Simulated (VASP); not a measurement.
Here is a VASP 6.6.1 calculation.

INCAR

```
SYSTEM = CsBr
PREC = Accurate ; ENCUT = 500
EDIFF = 1E-6 ; ISMEAR = 0
SIGMA = 0.01 ; LREAL = .False.
LASPH = .True. ; NELM = 120
ALGO = Normal ; ISIF = 2
LWAVE = .False. ; LCHARG = .False.
GGA = PS ; NBANDS = 15
GGA_COMPAT = .False.
```

KPOINTS

```
regular mesh
0
Gamma
  6 6 6
  0 0 0
```

File POSCAR:

```
CsBr
1.0
    4.1059493001      0.0000000000      0.0000000000
    0.0000000000      4.1059493001      0.0000000000
    0.0000000000      0.0000000000      4.1059493001
Cs Br
1 1
Direct
    0.0000000000      0.0000000000      0.0000000000
    0.5000000000      0.5000000000      0.5000000000
```

Potentials or basis: VASP PAW PBE potentials, release 64 (Cs_sv, Br).

Command:

```console
$ cat potpaw_PBE.64/Cs_sv/POTCAR potpaw_PBE.64/Br/POTCAR > POTCAR
$ mpirun -np 1 vasp_std > vasp.out
```

Problem. Predict the pressure.

Solution. 2.1 GPa.

Problem. What does it give for the band gap on the k mesh?

Solution. 4.56 eV, direct.

Caveat: the PAW data sets were made with another functional, which shifts forces and pressure a little; spin-orbit coupling is left out, which moves the levels of the heavy elements. Expect the measured gap to be larger: semilocal functionals such as PBEsol lack the derivative discontinuity.
